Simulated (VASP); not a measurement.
# Na4H: single point with PBE

The system is Na4H, a slab with vacuum.

```xyz
10
Lattice="7.2665 0.0000 0.0000 -2.4222 6.8509 0.0000 0.0000 0.0000 20.9665" Properties=species:S:1:pos:R:3 pbc="T T T"
Na    1.2111    1.7127    4.0000
Na    0.0000    5.1382    4.0000
Na    4.8443    1.7127    4.0000
Na    3.6333    5.1382    4.0000
Na    0.0000    0.0000    6.9665
Na   -1.2111    3.4255    6.9665
Na    3.6333    0.0000    6.9665
Na    2.4222    3.4255    6.9665
H    -2.2761    5.1382    9.5665
H    -1.3571    5.1382    9.5665
```

- Program: VASP 6.6.1
- Task: single point
- Functional: PBE
- Potentials or basis: VASP PAW PBE potentials, release 64 (Na_pv, H)
- Cutoff: 520 eV
- k mesh: 4 × 4 × 1
- Occupations: gaussian, width 0.1 eV
- Spin: no spin polarisation

The largest force is 3.328 eV/Å and the band gap on the k mesh is zero (bands 29 and 30 overlap by 0.75 eV).

Forces on the atoms (eV/Å):
```
Na   0.004  0.005 -0.006
Na   0.011  0.000  0.001
Na  -0.004 -0.005 -0.006
Na  -0.011  0.000  0.001
Na  -0.017  0.038 -0.036
Na   0.017 -0.038 -0.036
Na   0.030  0.005 -0.008
Na  -0.030 -0.005 -0.008
H    3.327 -0.015  0.049
H   -3.327  0.015  0.049
```

Levels at points of the mesh, in eV from the Fermi level:
```
           k point  band 27  band 28  band 29  band 30  band 31  band 32
(0.00, 0.00, 0.00)    -1.12     0.29     0.35     0.36     0.36     0.79
(0.50, 0.00, 0.00)    -1.99    -0.47    -0.27     0.08     0.11     1.13
(0.00, 0.50, 0.00)    -1.98    -0.42    -0.28     0.05     0.12     1.26
(0.50, 0.50, 0.00)    -1.72    -0.70    -0.66    -0.22    -0.02     0.78
```

Wall time 7 min on 1 thread of Intel(R) Xeon(R) 6975P-C (Granite Rapids), with other jobs on the host, peak memory 1 GiB.
